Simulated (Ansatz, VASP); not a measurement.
# One calculation of Al2Pt, two programs

```xyz
3
Lattice="0.0000 2.9550 2.9550 2.9550 0.0000 2.9550 2.9550 2.9550 0.0000" Properties=species:S:1:pos:R:3 pbc="T T T"
Al    1.4775    1.4775    1.4775
Al    4.4325    4.4325    4.4325
Pt    0.0000    0.0000    0.0000
```

Alike in both runs: task relaxation of cell and atoms; functional PBE; k mesh 11 × 11 × 11; occupations fermi-dirac, width 0.05 eV; no spin polarisation.

|  | VASP | Ansatz |
| --- | --- | --- |
| version | VASP 6.6.1 | Ansatz 0.2.0 |
| potentials or method | VASP PAW PBE potentials, release 64 (Al, Pt) | PAW with Ansatz's default frozen-core files, scalar-relativistic |
| plane-wave cutoff (eV) | 600 | 420 |
| valence electrons in the cell | 16 | 24 |

|  | VASP | Ansatz | Ansatz less VASP |
| --- | --- | --- | --- |
| relaxed volume (Å³/atom) | 17.51 | 17.53 | +0.021 |
| relaxed cell length with the largest relative difference (Å) | 4.204 | 4.205 | +0.0017 |

VASP's potentials hold 16 valence electrons a cell and Ansatz's 24, so a difference there can come from the potentials and not from the codes.

Neither program's run includes spin-orbit coupling.
